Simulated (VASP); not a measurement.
# TePb (Fm-3m) in VASP: further runs

TePb is run at these levels: PBE; tasks: single point.

Program: VASP 6.6.1. These are calculated values, not measurements. Logs are shortened: lines on timing, memory, paths and dates and some standing lists are left out, and cuts for length are marked.

**1. The cell of the first run**

Symmetry: Fm-3m, No. 225, cubic system. The conventional cell has a = 6.462 Å, b = 6.462 Å, c = 6.462 Å, α = 90.00°, β = 90.00°, γ = 90.00°. Pb (site symmetry m-3m) has 6 Te at 3.23 Å within 4.3 Å. Te (site symmetry m-3m) has 6 Pb at 3.23 Å within 4.3 Å.

**2. Single point, PBE**

The input, INCAR:

```
PREC = Accurate
ENCUT = 520
EDIFF = 1E-6
ISMEAR = -1
SIGMA = 0.04
LREAL = F
LASPH = T
NELM = 100
ALGO = Normal
ISIF = 2
LWAVE = F
LCHARG = F
GGA = PE
NBANDS = 17
```

The input, KPOINTS:

```
regular mesh
0
Gamma
  4 4 4
```

The input, POSCAR:

```
TePb
1.0
    0.0000000000      3.2310000000      3.2310000000
    3.2310000000      0.0000000000      3.2310000000
    3.2310000000      3.2310000000      0.0000000000
Pb Te
1 1
Direct
    0.0000000000      0.0000000000      0.0000000000
    0.5000000000      0.5000000000      0.5000000000
```

Potentials or basis: VASP PAW PBE potentials, release 64 (Pb_d, Te).

On the command line:

```console
> cat potpaw_PBE.64/Pb_d/POTCAR potpaw_PBE.64/Te/POTCAR > POTCAR
> mpirun -np 1 vasp_std > vasp.out
```

OUTCAR:

```text
PREC = Accurate
   ENCUT = 520
   EDIFF = 1E-6
   ISMEAR = -1
   LREAL = F
   LASPH = T
   NELM = 100
   ISIF = 2
   GGA = PE

 ion  position               nearest neighbor table
   1  0.000  0.000  0.000-   2 3.23   2 3.23   2 3.23   2 3.23   2 3.23   2 3.23
   2  0.500  0.500  0.500-   1 3.23   1 3.23   1 3.23   1 3.23   1 3.23   1 3.23

  LATTYP: Found a face centered cubic cell.
 ALAT       =     6.4620000000

  Lattice vectors:

 A1 = (   0.0000000000,   3.2310000000,   3.2310000000)
 A2 = (   3.2310000000,   0.0000000000,   3.2310000000)
 A3 = (   3.2310000000,   3.2310000000,   0.0000000000)

Analysis of symmetry for initial positions (statically):
=====================================================================
 Subroutine PRICEL returns:
 Original cell was already a primitive cell.

 Routine SETGRP: Setting up the symmetry group for a
 face centered cubic supercell.

 Subroutine GETGRP returns: Found 48 space group operations
[... 9 lines left out ...]

 Routine SETGRP: Setting up the symmetry group for a
 face centered cubic supercell.

 Subroutine GETGRP returns: Found 48 space group operations
[... 11 lines left out ...]
                                     Primitive cell

  volume of cell :      67.4592

  direct lattice vectors                    reciprocal lattice vectors
     0.000000000  3.231000000  3.231000000    -0.154750851  0.154750851  0.154750851
     3.231000000  0.000000000  3.231000000     0.154750851 -0.154750851  0.154750851
     3.231000000  3.231000000  0.000000000     0.154750851  0.154750851 -0.154750851

  length of vectors
     4.569324020  4.569324020  4.569324020     0.268036337  0.268036337  0.268036337

  position of ions in fractional coordinates (direct lattice)
     0.000000000  0.000000000  0.000000000
     0.500000000  0.500000000  0.500000000

  ion indices of the primitive-cell ions
   primitive index   ion index
                 1           1
                 2           2

----------------------------------------------------------------------------------------

 KPOINTS: regular mesh

Automatic generation of k-mesh.
 Grid dimensions read from file:
 generate k-points for:    4    4    4

 Generating k-lattice:

  Cartesian coordinates                     Fractional coordinates (reciprocal lattice)
    -0.038687713  0.038687713  0.038687713     0.250000000  0.000000000  0.000000000
     0.038687713 -0.038687713  0.038687713     0.000000000  0.250000000  0.000000000
     0.038687713  0.038687713 -0.038687713     0.000000000  0.000000000  0.250000000

  Length of vectors
     0.067009084  0.067009084  0.067009084

  Shift w.r.t. Gamma in fractional coordinates (k-lattice)
     0.000000000  0.000000000  0.000000000

 Subroutine IBZKPT returns following result:
 ===========================================

 Found      8 irreducible k-points:

 Following reciprocal coordinates:
            Coordinates               Weight
  0.000000  0.000000  0.000000      1.000000
  0.250000  0.000000  0.000000      8.000000
  0.500000  0.000000  0.000000      4.000000
  0.250000  0.250000  0.000000      6.000000
  0.500000  0.250000  0.000000     24.000000
 -0.250000  0.250000  0.000000     12.000000
  0.500000  0.500000  0.000000      3.000000
 -0.250000  0.500000  0.250000      6.000000
   k-points           NKPTS =      8   k-points in BZ     NKDIM =      8   number of bands    NBANDS=     17
   number of dos      NEDOS =    301   number of ions     NIONS =      2
   total plane-waves  NPLWV =  46656
   dimension x,y,z NGX =    36 NGY =   36 NGZ =   36
   dimension x,y,z NGXF=    72 NGYF=   72 NGZF=   72
   ions per type =               1   1
   NGX,Y,Z   is equivalent  to a cutoff of  13.10, 13.10, 13.10 a.u.
   NGXF,Y,Z  is equivalent  to a cutoff of  26.20, 26.20, 26.20 a.u.
 SYSTEM =  unknown system
   PREC   = accura    normal or accurate (medium, high low for compatibility)
   ISTART =      0    job   : 0-new  1-cont  2-samecut
   ICHARG =      2    charge: 1-file 2-atom 10-const
   ISPIN  =      1    spin polarized calculation?
   LNONCOLLINEAR =      F non collinear calculations
   LSORBIT =      F    spin-orbit coupling
   LASPH  =      T    aspherical Exc in radial PAW
   ENCUT  =  520.0 eV  38.22 Ry    6.18 a.u.   8.50  8.50  8.50*2*pi/ulx,y,z
   NELM   =    100;   NELMIN=  2; NELMDL= -5     # of ELM steps
   EDIFF  = 0.1E-05   stopping-criterion for ELM
   LREAL  =      F    real-space projection
   EDIFFG = 0.1E-04   stopping-criterion for IOM
   NSW    =      0    number of steps for IOM
   IBRION =     -1    ionic relax: 0-MD 1-quasi-New 2-CG
   NFREE  =      0    steps in history (QN), initial steepest desc. (CG)
   ISIF   =      2    stress and relaxation
   ISYM   =      2    0-nonsym 1-usesym 2-fastsym
   POTIM  = 0.5000    time-step for ionic-motion
   TEBEG  =    0.0;   TEEND  =   0.0 temperature during run
   PSTRESS=    0.0 pullay stress
   NELECT =      20.0000    total number of electrons
   NUPDOWN=      -1.0000    fix difference up-down
   EMIN   =  10.00;   EMAX   =-10.00  energy-range for DOS
   EFERMI =   0.00;   METHOD = LEGACY
   ISMEAR =    -1;   SIGMA  =   0.04  broadening in eV -4-tet -1-fermi 0-gaus
   EFERMI_NEDOS =   21; number of points for ismear=-14 and -15
   IALGO  =     38    algorithm
   IMIX   =      4    mixing-type and parameters
     AMIX     =   0.40;   BMIX     =  1.00
     AMIX_MAG =   1.60;   BMIX_MAG =  1.00
  volume/ion in A,a.u.               =      33.73       227.62
  Fermi-wavevector in a.u.,A,eV,Ry     =   1.091619  2.062861 16.213147  1.191633
  Thomas-Fermi vector in A             =   2.227868
   LORBIT       =      0    0 simple, 1 ext, 2 COOP (PROOUT), +10 PAW based schemes
   GGA     = PE    functional components
[... 5 lines left out ...]
 non-spin polarized calculation
  energy-cutoff  :      520.00
  volume of cell :       67.46
 maximum number of plane-waves:      1837
 NGX is ok and might be reduce to    36
   NGX = 17   NGY = 17   NGZ = 17

 number of electron      20.0000003 magnetization

 Free energy of the ion-electron system (eV)
  ---------------------------------------------------
  ext. energy  EPLUGINS =         0.00000000
  ---------------------------------------------------
  free energy    TOTEN  =        -7.49378558 eV

  energy without entropy =       -7.49377510  energy(sigma->0) =       -7.49378034

 E-fermi :   5.9894     XC(G=0):  -9.3041

 val. band max:        5.6221258607   @ k =   0.5000   0.0000   0.0000
 cond. band min:       6.3566339134   @ k =   0.5000   0.0000   0.0000
 fundamental gap:      0.7345080527
 Fermi energy:         5.9893837236

 k-point     1 :       0.0000    0.0000    0.0000
  band No.  band energies     occupation
      1     -11.1043      2.00000
      2     -11.1043      2.00000
      3     -11.0947      2.00000
      4     -11.0947      2.00000
      5     -11.0947      2.00000
      6      -6.3970      2.00000
[... 9 lines left out ...]
     16      11.4185      0.00000
     17      12.9808      0.00000

 k-point     2 :       0.2500    0.0000    0.0000
  band No.  band energies     occupation
      1     -11.1114      2.00000
      2     -11.1114      2.00000
      3     -11.0934      2.00000
      4     -11.0865      2.00000
      5     -11.0865      2.00000
      6      -5.8775      2.00000
[... 9 lines left out ...]
     16      12.5091      0.00000
     17      15.9150      0.00000

 k-point     3 :       0.5000    0.0000    0.0000
  band No.  band energies     occupation
      1     -11.1192      2.00000
      2     -11.1192      2.00000
      3     -11.0924      2.00000
      4     -11.0773      2.00000
      5     -11.0773      2.00000
      6      -4.9614      2.00000
[... 9 lines left out ...]
     16      14.8639      0.00000
     17      14.8642      0.00000

 k-point     4 :       0.2500    0.2500    0.0000
  band No.  band energies     occupation
      1     -11.1299      2.00000
      2     -11.0996      2.00000
      3     -11.0987      2.00000
      4     -11.0822      2.00000
      5     -11.0822      2.00000
      6      -5.7139      2.00000
[... 9 lines left out ...]
     16      14.0471      0.00000
     17      14.0829      0.00000

 k-point     5 :       0.5000    0.2500    0.0000
  band No.  band energies     occupation
      1     -11.1415      2.00000
      2     -11.1054      2.00000
      3     -11.0949      2.00000
      4     -11.0781      2.00000
      5     -11.0739      2.00000
      6      -4.8637      2.00000
[... 9 lines left out ...]
     16      15.2786      0.00000
     17      16.0808      0.00000

 k-point     6 :      -0.2500    0.2500    0.0000
  band No.  band energies     occupation
      1     -11.1234      2.00000
      2     -11.1149      2.00000
      3     -11.0881      2.00000
      4     -11.0825      2.00000
      5     -11.0813      2.00000
      6      -5.1443      2.00000
[... 9 lines left out ...]
     16      14.2101      0.00000
     17      15.0157      0.00000

 k-point     7 :       0.5000    0.5000    0.0000
  band No.  band energies     occupation
      1     -11.1663      2.00000
      2     -11.1045      2.00000
      3     -11.0931      2.00000
      4     -11.0687      2.00000
      5     -11.0687      2.00000
      6      -4.7136      2.00000
[... 9 lines left out ...]
     16      16.5626      0.00000
     17      16.6694      0.00000

 k-point     8 :      -0.2500    0.5000    0.2500
  band No.  band energies     occupation
      1     -11.1480      2.00000
      2     -11.1059      2.00000
      3     -11.0872      2.00000
      4     -11.0872      2.00000
      5     -11.0687      2.00000
      6      -4.5550      2.00000
[... 9 lines left out ...]
     16      16.6640      0.00000
     17      16.7090      0.00000

------------------------ aborting loop because EDIFF is reached ----------------------------------------

  FORCE on cell =-STRESS in cart. coord.  units (eV):
  Direction    XX          YY          ZZ          XY          YZ          ZX
  --------------------------------------------------------------------------------------
  -------------------------------------------------------------------------------------
  Total        0.8755865      0.8755865      0.8755865     -0.0000000      0.0000000     -0.0000000
  in kB       20.7954726     20.7954726     20.7954726     -0.0000000      0.0000000     -0.0000000
  external PRESSURE =      20.7954726 kB  Pullay stress =       0.0000000 kB

 VOLUME and BASIS-vectors are now :
 -----------------------------------------------------------------------------
  energy-cutoff  :      520.00
  volume of cell :       67.46
      direct lattice vectors                 reciprocal lattice vectors
     0.000000000  3.231000000  3.231000000    -0.154750851  0.154750851  0.154750851
     3.231000000  0.000000000  3.231000000     0.154750851 -0.154750851  0.154750851
     3.231000000  3.231000000  0.000000000     0.154750851  0.154750851 -0.154750851

 POSITION                                       TOTAL-FORCE (eV/Angst)
 -----------------------------------------------------------------------------------
      0.00000      0.00000      0.00000        -0.000000      0.000000      0.000000
      3.23100      3.23100      3.23100         0.000000     -0.000000     -0.000000
 -----------------------------------------------------------------------------------
    total drift:                               -0.000000      0.000000      0.000000

  FREE ENERGIE OF THE ION-ELECTRON SYSTEM (eV)
  ---------------------------------------------------
  free  energy   TOTEN  =        -7.4937855807 eV

  energy  without entropy=       -7.4937750989  energy(sigma->0) =       -7.49378034
```

It took 16 s on 1 thread of Intel Xeon 8259CL, shared host; peak memory 0.2 GiB.

What came out:

- Free energy: -7.4938 eV
- Pressure: 2.1 GPa
- Band gap on the k mesh: 0.73 eV, direct

Levels at points of the mesh, in eV from the valence-band top:
```tsv
k point	band 7	band 8	band 9	band 10	band 11	band 12	band 13	band 14
(0.00, 0.00, 0.00)	-5.60	-1.35	-1.35	-1.35	4.08	4.08	4.08	5.80
(0.50, 0.00, 0.00)	-8.59	-0.89	-0.89	0.00	0.73	1.27	1.27	8.39
(0.50, 0.50, 0.00)	-7.30	-4.50	-2.80	-2.80	3.29	5.48	5.48	6.71
```

Caveat: the k points lie up to 0.42 Å⁻¹ apart; spin-orbit coupling is left out, which moves the levels of the heavy elements. A k mesh can miss the band edges.

**3. Single point, PBE**

The input, INCAR:

```
SYSTEM = TePb
ALGO = Normal ; EDIFF = 1E-6
ENCUT = 520 ; GGA = PE
ISIF = 2 ; ISMEAR = 0
LASPH = .TRUE. ; LCHARG = .TRUE.
LELF = .TRUE. ; LREAL = .FALSE.
LVHAR = .TRUE. ; LWAVE = .FALSE.
NBANDS = 17 ; NELM = 60
PREC = Accurate ; SIGMA = 0.025
```

The input, KPOINTS:

```
k-points
0
G
  7 7 7
  0 0 0
```

POSCAR is that of step 2.

Potentials or basis: VASP PAW PBE potentials, release 64 (Pb_d, Te).

On the command line:

```console
> cat potpaw_PBE.64/Pb_d/POTCAR potpaw_PBE.64/Te/POTCAR > POTCAR
> mpirun -np 1 vasp_std > vasp.out
```

Run time: 24 s. Hardware: 1 thread of AMD EPYC 7R13 (Zen 3), shared host; peak memory 0.18 GiB.

Results (log left out):

```
Free energy : -7.5026 eV
Pressure    : 2.1 GPa
```

Levels at points of the mesh, in eV from the Fermi level:
| k point | band 8 | band 9 | band 10 | band 11 | band 12 | band 13 |
| --- | --- | --- | --- | --- | --- | --- |
| (0.00, 0.00, 0.00) | -1.40 | -1.40 | -1.40 | 4.03 | 4.03 | 4.03 |

Caveat: this odd mesh misses L, where the gap lies, so gap, dielectric constants and Born charges aren't listed; spin-orbit coupling is left out, which moves the levels of the heavy elements.
